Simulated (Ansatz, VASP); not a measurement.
# One calculation of AlRu, two programs

```
Al Ru
1.0
     2.97641    0.00000    0.00000
     0.00000    2.97641    0.00000
     0.00000    0.00000    2.97641
Al Ru
1 1
Direct
  0.00000 0.00000 0.00000
  0.50000 0.50000 0.46640
```

Change from the starting cell: all Ru atoms moved -0.100 Å, as atom 2 along Cartesian [0 0 1].

Alike in both runs: task single point; functional PBEsol; k mesh 20 × 20 × 20; occupations gaussian, width 0.15 eV; no spin polarisation.

|  | VASP | Ansatz |
| --- | --- | --- |
| version | VASP 6.6.1 | Ansatz 0.2.0 |
| potentials or method | VASP PAW PBE potentials, release 64 (Al, Ru_pv), cutoff 520 eV | scalar-relativistic, plane waves, PAW |
| valence electrons in the cell | 17 | 19 |

|  | VASP | Ansatz | Ansatz less VASP |
| --- | --- | --- | --- |
| gap on the k mesh at the Fermi level (eV) | none | none | - |
| pressure (GPa) | 0.9 | 0.8 | -0.12 |
| traceless stress, the component that is largest in VASP (GPa) | -0.57 | -0.56 | +0.013 |
| rms of the force components (eV/Å) | 0.470 | 0.466 | -0.0047 |

VASP's potentials were made for PBE, not for PBEsol. Atom by atom the forces differ by 0.005 eV/Å (rms over components). A gap of «none» marks a metal or a gap that the smearing closes. The functional is the same, so the differences come from potentials, cutoffs and numerics. VASP's potentials hold 17 valence electrons a cell and Ansatz's 19, so a difference there can come from the potentials and not from the codes.
